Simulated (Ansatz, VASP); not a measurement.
## Two plane-wave programs on Pb

The input POSCAR:

```
Pb
1.0
    0.0000000000      2.4946408835      2.4946408835
    2.4946408835      0.0000000000      2.4946408835
    2.4946408835      2.4946408835      0.0000000000
Pb
1
Direct
    0.0000000000      0.0000000000      0.0000000000
```

File INCAR.step1:

```
  PREC = Accurate
  ENCUT = 520
  ISMEAR = 1
  SIGMA = 0.3
  LREAL = F
  LASPH = T
  NELM = 100
  NBANDS = 13
  GGA = PE
  ALGO = Normal
  EDIFF = 1E-4
  LWAVE = T
  LCHARG = F
```

INCAR.step2

```
  PREC = Accurate
  ENCUT = 520
  EDIFF = 1E-6
  ISMEAR = 1
  SIGMA = 0.3
  LREAL = F
  LASPH = T
  NELM = 100
  ALGO = Normal
  ISIF = 2
  LWAVE = F
  LCHARG = T
  METAGGA = R2SCAN
  LMIXTAU = T
  LELF = T
  LVHAR = T
  NBANDS = 13
  ISTART = 1
```

Contents of KPOINTS:

```
Automatic mesh
0
Gamma
  11 11 11
```

Input for Ansatz:

```yaml
crystal:
  lattice:
    - [0.0, 2.4946408835, 2.4946408835]
    - [2.4946408835, 0.0, 2.4946408835]
    - [2.4946408835, 2.4946408835, 0.0]
  atoms:
    - { symbol: Pb, position: [0.0, 0.0, 0.0] }
hamiltonian:
  xc: r2scan
  pseudopotentials:
    kind: paw
    azcp:
      Pb: "pseudopotentials/Pb.paw.azcp"
basis:
  ecutwfc: 500
  fft_grid_basis: typed
kpoints:
  mp_grid: { grid: [11, 11, 11], shift: [0, 0, 0] }
magnetization:
  spin_polarized: false
scf:
  occupations: { method: methfessel_paxton, width: 0.3 }
  lower_state_search: "off"
output:
  stress: true
```

Alike in both runs: task single point; functional r2SCAN; k mesh 11 × 11 × 11; occupations methfessel-paxton of order 1, width 0.3 eV; no spin polarisation.

|  | VASP | Ansatz |
| --- | --- | --- |
| version | VASP 6.6.1 | Ansatz 0.2.0 |
| potentials or method | VASP PAW PBE potentials, release 64 (Pb_d), cutoff 520 eV | plane waves (500 eV) with PAW, scalar-relativistic |
| valence electrons in the cell | 14 | 14 |

```tsv
	VASP	Ansatz	Ansatz less VASP
pressure (GPa)	-0.1	-0.1	+0.01
```

VASP's potentials were made for PBE, not for r2SCAN. With one functional, cell and mesh, what is left measures potentials, basis and numerics.

Neither program's run includes spin-orbit coupling.
